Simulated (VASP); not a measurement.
# Ge (Cmmm) in VASP: notebook

Runs on Ge. Level: PBEsol. Tasks: single point.

All numbers are computed with VASP 6.6.1; they aren't measurements. Logs are shortened: lines on timing, memory, paths and dates and some standing lists are left out, and cuts for length are marked.

## (1) The cell of the first run

It takes space group Cmmm (No. 65, orthorhombic). Conventional cell: a = 2.867 Å, b = 5.336 Å, c = 2.768 Å, α = 90.00°, β = 90.00°, γ = 90.00°. Within 3.6 Å of Ge (site symmetry mmm) lie 8 Ge at 2.77 to 3.03 Å.

## (2) Single point, PBEsol

Contents of INCAR:

```
PREC     = Accurate       # precision mode
ENCUT    = 520            # plane-wave cutoff, eV
EDIFF    = 1E-6           # SCF threshold, eV
ISMEAR   = -1             # smearing method
SIGMA    = 0.2            # smearing width, eV
LREAL    = False          # projectors in reciprocal space
LASPH    = True           # aspherical terms in the spheres
NELM     = 80             # most SCF steps
ALGO     = Normal         # electronic algorithm
ISIF     = 2              # what is computed and relaxed
LWAVE    = False          # write WAVECAR
LCHARG   = True           # write CHGCAR
GGA      = PS             # functional
LELF     = True           # ELF
LVHAR    = True         
NBANDS   = 13             # bands
```

Contents of KPOINTS:

```
Automatic mesh
0
Gamma
  12 12 11
```

Contents of POSCAR:

```
Ge
1.0
    1.4334547104     -2.6680918854      0.0000000000
    1.4334547104      2.6680918854      0.0000000000
    0.0000000000      0.0000000000      2.7683460651
Ge
1
Direct
    0.5000000000      0.5000000000      0.0000000000
```

Potentials or basis: VASP PAW PBE potentials, release 64 (Ge_d).

Launch:

```bash
> cat potpaw_PBE.64/Ge_d/POTCAR > POTCAR
> mpirun -np 1 vasp_std > vasp.out
```

OUTCAR:

```text
PREC = Accurate
   ENCUT = 520
   EDIFF = 1E-6
   ISMEAR = -1
   LREAL = False
   LASPH = True
   NELM = 80
   ISIF = 2
   GGA = PS

 ion  position               nearest neighbor table
   1  0.500  0.500  0.000-

  LATTYP: Found a base centered orthorhombic cell.
 ALAT       =     2.8669094208
 B/A-ratio  =     1.8613018368
 C/A-ratio  =     0.9656203454

  Lattice vectors:

 A1 = (   1.4334547104,  -2.6680918854,   0.0000000000)
 A2 = (   1.4334547104,   2.6680918854,   0.0000000000)
 A3 = (   0.0000000000,   0.0000000000,   2.7683460651)

Analysis of symmetry for initial positions (statically):
=====================================================================
 Subroutine PRICEL returns:
 Original cell was already a primitive cell.

 Routine SETGRP: Setting up the symmetry group for a
 base centered orthorhombic supercell.

 Subroutine GETGRP returns: Found  8 space group operations
 (whereof  8 operations were pure point group operations)
 out of a pool of  8 trial point group operations.

The static configuration has the point symmetry D_2h.

Analysis of symmetry for dynamics (positions and initial velocities):
=====================================================================
 Subroutine PRICEL returns:
 Original cell was already a primitive cell.

 Routine SETGRP: Setting up the symmetry group for a
 base centered orthorhombic supercell.

 Subroutine GETGRP returns: Found  8 space group operations
 (whereof  8 operations were pure point group operations)
 out of a pool of  8 trial point group operations.

The dynamic configuration has the point symmetry D_2h.

 Subroutine INISYM returns: Found  8 space group operations
 (whereof  8 operations are pure point group operations),
 and found     1 'primitive' translations

----------------------------------------------------------------------------------------

                                     Primitive cell

  volume of cell :      21.1756

  direct lattice vectors                    reciprocal lattice vectors
     1.433454710 -2.668091885  0.000000000     0.348807672 -0.187399843  0.000000000
     1.433454710  2.668091885  0.000000000     0.348807672  0.187399843  0.000000000
     0.000000000  0.000000000  2.768346065     0.000000000  0.000000000  0.361226514

[... 79 lines left out ...]
   ENCUT  =  520.0 eV  38.22 Ry    6.18 a.u.   5.63  5.63  5.15*2*pi/ulx,y,z
   NELM   =     80;   NELMIN=  2; NELMDL= -5     # of ELM steps
   EDIFF  = 0.1E-05   stopping-criterion for ELM
   LREAL  =      F    real-space projection
   EDIFFG = 0.1E-04   stopping-criterion for IOM
   NSW    =      0    number of steps for IOM
   IBRION =     -1    ionic relax: 0-MD 1-quasi-New 2-CG
   NFREE  =      0    steps in history (QN), initial steepest desc. (CG)
   ISIF   =      2    stress and relaxation
   ISYM   =      2    0-nonsym 1-usesym 2-fastsym
   POTIM  = 0.5000    time-step for ionic-motion
   TEBEG  =    0.0;   TEEND  =   0.0 temperature during run
   PSTRESS=    0.0 pullay stress
   NELECT =      14.0000    total number of electrons
   NUPDOWN=      -1.0000    fix difference up-down
   EMIN   =  10.00;   EMAX   =-10.00  energy-range for DOS
   EFERMI =   0.00;   METHOD = LEGACY
   ISMEAR =    -1;   SIGMA  =   0.20  broadening in eV -4-tet -1-fermi 0-gaus
   EFERMI_NEDOS =   21; number of points for ismear=-14 and -15
   IALGO  =     38    algorithm
   IMIX   =      4    mixing-type and parameters
     AMIX     =   0.40;   BMIX     =  1.00
     AMIX_MAG =   1.60;   BMIX_MAG =  1.00
  volume/ion in A,a.u.               =      21.18       142.90
  Fermi-wavevector in a.u.,A,eV,Ry     =   1.426174  2.695078 27.673867  2.033972
  Thomas-Fermi vector in A             =   2.546479
   LORBIT       =      0    0 simple, 1 ext, 2 COOP (PROOUT), +10 PAW based schemes
   GGA     = PS    functional components
   LHFCALC =     F    Hartree Fock is set to
   AEXX    =    0.0000 exact exchange contribution
   IVDW    =     0    specifies the selected vdW correction
   LEPSILON=     F    determine dielectric tensor
   LRPA    =     F    only Hartree local field effects (RPA)
 non-spin polarized calculation
  energy-cutoff  :      520.00
  volume of cell :       21.18
 maximum number of plane-waves:       587
   NGX = 11   NGY = 11   NGZ = 11

 number of electron      13.9999995 magnetization

 Free energy of the ion-electron system (eV)
  ---------------------------------------------------
  ext. energy  EPLUGINS =         0.00000000
  ---------------------------------------------------
  free energy    TOTEN  =        -4.70122859 eV

  energy without entropy =       -4.63608434  energy(sigma->0) =       -4.66865646

 E-fermi :   5.2938     XC(G=0): -10.8122

 val. band max:        5.2594490039   @ k =   0.5000   0.3333   0.3636
 cond. band min:       5.3049697299   @ k =  -0.3333   0.0833   0.0909
 fundamental gap:      0.0455207260
 Fermi energy:         5.2937582755

 k-point     1 :       0.0000    0.0000    0.0000
  band No.  band energies     occupation
      1     -19.3158      2.00000
      2     -19.2701      2.00000
      3     -19.2292      2.00000
      4     -19.1476      2.00000
      5     -19.1298      2.00000
      6      -6.9711      2.00000
      7      11.5379      0.00000
      8      11.9029      0.00000
      9      13.2800      0.00000
     10      15.1683      0.00000
     11      17.2365      0.00000
     12      19.2211      0.00000
     13      19.7828      0.00000
[... 354 lines left out ...]
  band No.  band energies     occupation
      1     -19.2810      2.00000
      2     -19.2433      2.00000
      3     -19.1877      2.00000
      4     -19.1671      2.00000
      5     -19.1490      2.00000
      6      -4.2329      2.00000
      7       4.0700      1.99561
      8       6.0554      0.04341
      9      13.9023      0.00000
     10      17.5000      0.00000
     11      18.5167      0.00000
     12      23.2880      0.00000
     13      24.0874      0.00000

 [... further k-points ...]
[... 5 lines left out ...]
  --------------------------------------------------------------------------------------
  -------------------------------------------------------------------------------------
  Total       -0.9488459     -1.1976863     -0.9082168      0.0000000      0.0000000      0.0000000
  in kB      -71.7911841    -90.6188495    -68.7171265      0.0000000      0.0000000      0.0000000
  external PRESSURE =     -77.0423867 kB  Pullay stress =       0.0000000 kB

 VOLUME and BASIS-vectors are now :
 -----------------------------------------------------------------------------
  energy-cutoff  :      520.00
  volume of cell :       21.18
      direct lattice vectors                 reciprocal lattice vectors
     1.433454710 -2.668091885  0.000000000     0.348807672 -0.187399843  0.000000000
     1.433454710  2.668091885  0.000000000     0.348807672  0.187399843  0.000000000
     0.000000000  0.000000000  2.768346065     0.000000000  0.000000000  0.361226514

 POSITION                                       TOTAL-FORCE (eV/Angst)
 -----------------------------------------------------------------------------------
      1.43345      0.00000      0.00000         0.000000      0.000000      0.000000
 -----------------------------------------------------------------------------------
    total drift:                               -0.000000     -0.000000     -0.000000

  FREE ENERGIE OF THE ION-ELECTRON SYSTEM (eV)
  ---------------------------------------------------
  free  energy   TOTEN  =        -4.7012285894 eV

  energy  without entropy=       -4.6360843355  energy(sigma->0) =       -4.66865646
```

OSZICAR:

```text
N       E                     dE             d eps       ncg     rms          rms(c)
DAV:   1     0.631758218251E+02    0.63176E+02   -0.72113E+03  7191   0.286E+03
DAV:   2     0.129803930891E+01   -0.61878E+02   -0.59036E+02  7118   0.407E+02
DAV:   3    -0.462581859170E+01   -0.59239E+01   -0.58925E+01  7756   0.737E+01
DAV:   4    -0.471696353542E+01   -0.91145E-01   -0.91131E-01  7698   0.992E+00
DAV:   5    -0.471795904823E+01   -0.99551E-03   -0.99551E-03  7903   0.117E+00    0.117E+00
DAV:   6    -0.470537162290E+01    0.12587E-01   -0.12773E-02  8348   0.244E+00    0.634E-01
DAV:   7    -0.470142852912E+01    0.39431E-02   -0.66978E-03  8406   0.151E+00    0.870E-02
DAV:   8    -0.470122687476E+01    0.20165E-03   -0.71641E-04  8098   0.601E-01    0.255E-02
DAV:   9    -0.470122853520E+01   -0.16604E-05   -0.11340E-05  8234   0.414E-02    0.578E-03
DAV:  10    -0.470122858935E+01   -0.54148E-07   -0.43708E-07  5418   0.977E-03
   1 F= -.47012286E+01 E0= -.46686565E+01  d E =-.651443E-01
```

stdout:

```text
POSCAR found type information on POSCAR Ge
 POSCAR found :  1 types and       1 ions
 scaLAPACK will be used
 -----------------------------------------------------------------------------
|                                                                             |
|                                                                             |
|     You enforced a specific xc type in the INCAR file but a different       |
|     I HOPE YOU KNOW WHAT YOU ARE DOING!                                     |
|                                                                             |
 -----------------------------------------------------------------------------

 LDA part: xc-table for (Slater+PW92), standard interpolation
 POSCAR, INCAR and KPOINTS ok, starting setup
 FFT: planning ... GRIDC
 FFT: planning ... GRID_SOFT
 FFT: planning ... GRID
 WAVECAR not read
 entering main loop
```

Run time: 24 s. Hardware: 1 thread of Intel Xeon Platinum 8559C (Emerald Rapids), shared host; peak memory 0.18 GiB.

What came out:

| Quantity | Value |
| --- | --- |
| Free energy | -4.7012 eV |
| Pressure | -7.7 GPa |
| Band gap on the k mesh | zero (band 7 reaches 11.54 eV, above the bottom of band 8 at 2.40 eV) |

Caveat: the PAW data sets were made with another functional, which shifts forces and pressure a little.

## (3) Single point, PBEsol

This run uses another cell than the first one, of 21.96 Å³/atom, 1.037 times its volume.

Contents of INCAR:

```
SYSTEM = Ge
PREC     = Accurate       ! precision mode
ENCUT    = 520            ! plane-wave cutoff, eV
EDIFF    = 1E-6           ! SCF threshold, eV
ISMEAR   = -1             ! smearing method
SIGMA    = 0.2            ! smearing width, eV
LREAL    = .False.        ! projectors in reciprocal space
LASPH    = .True.         ! aspherical terms in the spheres
NELM     = 60             ! most SCF steps
ALGO     = Normal         ! electronic algorithm
ISIF     = 2              ! what is computed and relaxed
LWAVE    = .False.        ! write WAVECAR
LCHARG   = .False.        ! write CHGCAR
GGA      = PS             ! functional
NBANDS   = 13             ! bands
```

Contents of KPOINTS:

```
regular mesh
0
Gamma
  12 12 11
  0 0 0
```

Contents of POSCAR:

```
Ge
1.0
    1.4509375884     -2.7006327984      0.0000000000
    1.4509375884      2.7006327984      0.0000000000
    0.0000000000      0.0000000000      2.8021097106
Ge
1
Direct
    0.5000000000      0.5000000000      0.0000000000
```

Potentials or basis: VASP PAW PBE potentials, release 64 (Ge_d).

Launch:

```bash
> cat potpaw_PBE.64/Ge_d/POTCAR > POTCAR
> mpirun -np 1 vasp_std > vasp.out
```

It took 23 s on 1 thread of Intel Xeon Platinum 8559C (Emerald Rapids), shared host; peak memory 0.18 GiB.

The run converged. Its results:

```yaml
Free_energy: -4.6611 eV
Pressure: -9.0 GPa
Band_gap_on_the_k_mesh: zero (band 7 reaches 11.00 eV, above the bottom of band 8 at 2.19 eV)
```

Stress tensor (GPa, compression positive):
```
 -8.63   0.00   0.00
  0.00 -10.09   0.00
  0.00   0.00  -8.17
```

Levels at points of the mesh, in eV from the Fermi level:
| k point | band 4 | band 5 | band 6 | band 7 | band 8 | band 9 | band 10 | band 11 |
| --- | --- | --- | --- | --- | --- | --- | --- | --- |
| (0.00, 0.00, 0.00) | -24.44 | -24.42 | -11.99 | 6.06 | 6.38 | 7.70 | 9.74 | 11.68 |
| (0.50, 0.00, 0.00) | -24.44 | -24.44 | -7.62 | -4.65 | 3.17 | 7.17 | 9.34 | 15.24 |
| (0.50, 0.50, 0.00) | -24.45 | -24.43 | -8.37 | -4.83 | 4.76 | 8.71 | 8.77 | 14.52 |

Caveat: the PAW data sets were made with another functional, which shifts forces and pressure a little.
